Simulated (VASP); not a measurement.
# WC (P-6m2) in VASP: notebook, part 2 of 2

VASP 6.6.1. The steps go on from the part before.

## 5. Single point, PBEsol

This run uses another cell than the first one, of 10.29 Å³/atom.

INCAR

```
SYSTEM = WC
ALGO = Normal
EDIFF = 1E-6
ENCUT = 1300
GGA = PS
GGA_COMPAT = .False.
ISIF = 2
ISMEAR = -1
LASPH = .True.
LCHARG = .False.
LREAL = .False.
LWAVE = .False.
NBANDS = 16
NELM = 120
PREC = Accurate
SIGMA = 0.05
```

KPOINTS

```
k-points
0
Gamma
  10 10 9
  0 0 0
```

POSCAR

```
WC
1.0
    2.8994346510      0.0000000000      0.0000000000
   -1.4497173255      2.5109840644      0.0000000000
    0.0000000000      0.0000000000      2.8264313964
W C
1 1
Direct
    0.0000000000      0.0000000000      0.0000000000
    0.6666666667      0.3333333333      0.5000000000
```

Potentials or basis: VASP PAW PBE potentials, release 64 (W_sv, C_h).

Run with:

```
cat potpaw_PBE.64/W_sv/POTCAR potpaw_PBE.64/C_h/POTCAR > POTCAR
mpirun -np 1 vasp_std > vasp.out
```

OUTCAR:

```text
SYSTEM = WC
   EDIFF = 1E-6
   ENCUT = 1300
   GGA = PS
   ISIF = 2
   ISMEAR = -1
   LASPH = .True.
   LREAL = .False.
   NELM = 120
   PREC = Accurate

 ion  position               nearest neighbor table
   1  0.000  0.000  0.000-   2 2.19   2 2.19   2 2.19   2 2.19   2 2.19   2 2.19
   2  0.667  0.333  0.500-   1 2.19   1 2.19   1 2.19   1 2.19   1 2.19   1 2.19

  LATTYP: Found a hexagonal cell.
 ALAT       =     2.8994346510
 C/A-ratio  =     0.9748215554

  Lattice vectors:

 A1 = (   2.8994346510,   0.0000000000,   0.0000000000)
 A2 = (  -1.4497173255,   2.5109840644,   0.0000000000)
 A3 = (   0.0000000000,   0.0000000000,   2.8264313964)

Analysis of symmetry for initial positions (statically):
=====================================================================
 Subroutine PRICEL returns:
 Original cell was already a primitive cell.

 Routine SETGRP: Setting up the symmetry group for a
 hexagonal supercell.

 Subroutine GETGRP returns: Found 12 space group operations
[... 158 lines left out ...]
  ---------------------------------------------------
  ext. energy  EPLUGINS =         0.00000000
  ---------------------------------------------------
  free energy    TOTEN  =       -23.91156683 eV

  energy without entropy =      -23.90977509  energy(sigma->0) =      -23.91067096

 E-fermi :  11.3763     XC(G=0): -14.0139

 val. band max:       11.2762470411   @ k =   0.0000   0.0000   0.3333
 cond. band min:      11.3801127234   @ k =   0.1000  -0.0000   0.3333
 fundamental gap:      0.1038656823
 Fermi energy:        11.3762661528

 k-point     1 :       0.0000    0.0000    0.0000
  band No.  band energies     occupation
      1     -62.5272      2.00000
      2     -26.5152      2.00000
      3     -26.4075      2.00000
      4     -26.4075      2.00000
      5      -3.1101      2.00000
      6       7.0099      2.00000
[... 433 lines left out ...]
      3     -26.6416      2.00000
      4     -26.4867      2.00000
      5       0.3875      2.00000
      6       4.4301      2.00000
[... 8 lines left out ...]
     15      24.8706      0.00000
     16      28.9012      0.00000

 [... further k-points ...]
[... 5 lines left out ...]
  --------------------------------------------------------------------------------------
  -------------------------------------------------------------------------------------
  Total        0.1370573      0.1370573      0.1812608     -0.0000000      0.0000000     -0.0000000
  in kB       10.6712891     10.6712891     14.1129800     -0.0000000      0.0000000     -0.0000000
  external PRESSURE =      11.8185194 kB  Pullay stress =       0.0000000 kB

 VOLUME and BASIS-vectors are now :
 -----------------------------------------------------------------------------
  energy-cutoff  :     1300.00
  volume of cell :       20.58
      direct lattice vectors                 reciprocal lattice vectors
     2.899434651  0.000000000  0.000000000     0.344894823  0.199125119  0.000000000
    -1.449717325  2.510984064  0.000000000     0.000000000  0.398250237  0.000000000
     0.000000000  0.000000000  2.826431396     0.000000000  0.000000000  0.353803033

 POSITION                                       TOTAL-FORCE (eV/Angst)
 -----------------------------------------------------------------------------------
      0.00000      0.00000      0.00000         0.000000     -0.000000      0.000000
      1.44972      0.83699      1.41322        -0.000000      0.000000      0.000000
 -----------------------------------------------------------------------------------
    total drift:                               -0.000000      0.000000      0.000000

  FREE ENERGIE OF THE ION-ELECTRON SYSTEM (eV)
  ---------------------------------------------------
  free  energy   TOTEN  =       -23.9115668346 eV

  energy  without entropy=      -23.9097750937  energy(sigma->0) =      -23.91067096
```

OSZICAR:

```text
N       E                     dE             d eps       ncg     rms          rms(c)
DAV:   1     0.169856128415E+03    0.16986E+03   -0.16264E+04  2240   0.244E+03
DAV:   2    -0.203387266303E+02   -0.19019E+03   -0.18321E+03  2656   0.507E+02
DAV:   3    -0.267442100509E+02   -0.64055E+01   -0.63386E+01  2456   0.763E+01
DAV:   4    -0.267961286019E+02   -0.51919E-01   -0.51906E-01  2952   0.760E+00
DAV:   5    -0.267964434928E+02   -0.31489E-03   -0.31489E-03  2520   0.615E-01    0.336E+01
DAV:   6    -0.240077874793E+02    0.27887E+01   -0.51872E+00  3152   0.248E+01    0.936E+00
DAV:   7    -0.239440172635E+02    0.63770E-01   -0.38833E-01  2344   0.513E+00    0.631E+00
DAV:   8    -0.239127353905E+02    0.31282E-01   -0.69190E-02  2536   0.226E+00    0.905E-01
DAV:   9    -0.239117024220E+02    0.10330E-02   -0.29001E-03  2464   0.444E-01    0.107E-01
DAV:  10    -0.239115684376E+02    0.13398E-03   -0.34644E-04  2784   0.228E-01    0.320E-02
DAV:  11    -0.239115679809E+02    0.45670E-06   -0.15933E-05  2696   0.404E-02    0.785E-03
DAV:  12    -0.239115668715E+02    0.11094E-05   -0.30063E-06  2512   0.156E-02    0.100E-03
DAV:  13    -0.239115668346E+02    0.36873E-07   -0.15722E-07  1248   0.378E-03
   1 F= -.23911567E+02 E0= -.23910671E+02  d E =-.179174E-02
```

stdout:

```text
POSCAR found type information on POSCAR W C
 POSCAR found :  2 types and       2 ions
 scaLAPACK will be used
 -----------------------------------------------------------------------------
|                                                                             |
|                                                                             |
|     You enforced a specific xc type in the INCAR file but a different       |
|     I HOPE YOU KNOW WHAT YOU ARE DOING!                                     |
|                                                                             |
 -----------------------------------------------------------------------------

 LDA part: xc-table for (Slater+PW92), standard interpolation
 POSCAR, INCAR and KPOINTS ok, starting setup
 FFT: planning ... GRIDC
 FFT: planning ... GRID_SOFT
 FFT: planning ... GRID
 WAVECAR not read
 entering main loop
```

Wall time 62 s (1 thread of Intel Xeon Platinum 8375C at 2.90GHz (Ice Lake), shared host); peak memory 0.28 GiB.

Results:

```
Free energy            : -23.9116 eV
Pressure               : 1.2 GPa
Band gap on the k mesh : zero (bands 9 and 10 overlap by 1.24 eV)
```

Stress tensor (GPa, compression positive):
```
1.07 0.00 0.00
0.00 1.07 0.00
0.00 0.00 1.41
```

Caveat: the PAW data sets were made with another functional, which shifts forces and pressure a little; spin-orbit coupling is left out, which moves the levels of the heavy elements.

## 6. Single point, r2SCAN-based global hybrid with 10 % exact exchange

This run uses another cell than the first one, of 10.38 Å³/atom.

POSCAR

```
WC
1.0
    2.9065000000      0.0000000000      0.0000000000
   -1.4532500000      2.5171028361      0.0000000000
    0.0000000000      0.0000000000      2.8366000000
W C
1 1
Direct
    0.0000000000      0.0000000000      0.0000000000
    0.6666666667      0.3333333333      0.5000000000
```

INCAR.step1

```
SYSTEM = WC
  PREC = Accurate
  ENCUT = 1060
  EDIFF = 1E-5
  ISMEAR = -1
  SIGMA = 0.05
  LREAL = .FALSE.
  LASPH = .TRUE.
  NELM = 120
  ALGO = Normal
  ISIF = 2
  LWAVE = .TRUE.
  LCHARG = .FALSE.
  NBANDS = 16
  GGA = PE
  GGA_COMPAT = .FALSE.
```

INCAR.step2

```
SYSTEM = WC
  PREC = Accurate
  ENCUT = 1060
  EDIFF = 1E-6
  ISMEAR = -1
  SIGMA = 0.05
  LREAL = .FALSE.
  LASPH = .TRUE.
  NELM = 120
  ALGO = Normal
  ISIF = 2
  LWAVE = .FALSE.
  LCHARG = .FALSE.
  METAGGA = R2SCAN
  LHFCALC = .TRUE.
  AEXX = 0.1
  LMIXTAU = .TRUE.
  PRECFOCK = Normal
  NBANDS = 16
  ISTART = 1
  GGA_COMPAT = .FALSE.
```

KPOINTS

```
regular mesh
0
G
  6 6 5
  0 0 0
```

Potentials or basis: VASP PAW PBE potentials, release 64 (W_sv, C_h).

Run with:

```
cat potpaw_PBE.64/W_sv/POTCAR potpaw_PBE.64/C_h/POTCAR > POTCAR
cp INCAR.step1 INCAR
mpirun -np 1 vasp_std > vasp.out
cp INCAR.step2 INCAR
mpirun -np 1 vasp_std > vasp.out
```

It took 44 min on 1 thread of Intel Xeon 6975P-C (Granite Rapids), shared host; peak memory 0.23 GiB.

It converged, with:

| Property | Result |
| --- | --- |
| Free energy | -59.9546 eV |
| Pressure | 0.1 GPa |
| Band gap on the k mesh | zero (bands 9 and 10 overlap by 1.52 eV) |

Stress tensor (GPa, compression positive):
```
 1.61  0.00  0.00
 0.00  1.61  0.00
 0.00  0.00 -3.00
```

Levels at points of the mesh, in eV from the Fermi level:
```csv
k point,band 5,band 6,band 7,band 8,band 9,band 10,band 11,band 12,band 13,band 14
"(0.00, 0.00, 0.00)",-16.44,-5.32,-4.26,-4.26,-0.48,3.38,3.38,6.02,6.02,6.80
"(0.50, 0.00, 0.00)",-12.91,-8.28,-4.53,-4.49,-1.14,2.43,4.75,5.15,7.37,10.16
```

Caveat: the k points lie up to 0.44 Å⁻¹ apart, too coarse for converged energies and pressures of a metal; the PAW data sets were made with another functional, which shifts forces and pressure a little; spin-orbit coupling is left out, which moves the levels of the heavy elements.

## 7. The runs side by side

```tsv
level	cell	k mesh	cutoff (eV)	smearing	grid for exact exchange (PRECFOCK)	share of exact exchange	gap on the mesh (eV)	pressure (GPa)
b88 exchange, pbe correlation	a = 2.887, b = 2.887, c = 2.818 Å, angles 90.0, 90.0, 120.0°, 2 atoms	10 × 10 × 9	1300	fermi-dirac 0.05 eV	-	-	none	15.6
PBE	a = 2.906, b = 2.907, c = 2.837 Å, angles 90.0, 90.0, 120.0°, 2 atoms	10 × 10 × 9	1300	gaussian 0.021 eV	-	-	none	6.7
PBE	a = 2.926, b = 2.926, c = 2.855 Å, angles 90.0, 90.0, 120.0°, 2 atoms	10 × 10 × 9	1300	fermi-dirac 0.05 eV	-	-	none	-1.2
PBEsol	a = 2.899, b = 2.899, c = 2.826 Å, angles 90.0, 90.0, 120.0°, 2 atoms	10 × 10 × 9	1300	fermi-dirac 0.05 eV	-	-	none	1.2
r2SCAN-based global hybrid with 10 % exact exchange	a = 2.906, b = 2.907, c = 2.837 Å, angles 90.0, 90.0, 120.0°, 2 atoms	6 × 6 × 5	1060	fermi-dirac 0.05 eV	Normal	0.1	none	0.1
```

Alike in all rows: task single point; potentials or basis VASP PAW PBE potentials, release 64 (W_sv, C_h); no spin polarisation.

Caveats: some runs use coarse meshes; spin-orbit coupling is left out, which moves the levels of the heavy elements; the PAW data sets were made with another functional, which shifts forces and pressure a little (at least some runs); the cell stands under pressure (at least some runs).

Absolute energies hang on the potentials; compare differences alone.

The gap in the log of VASP goes by the Fermi energy; the results here count the filled bands.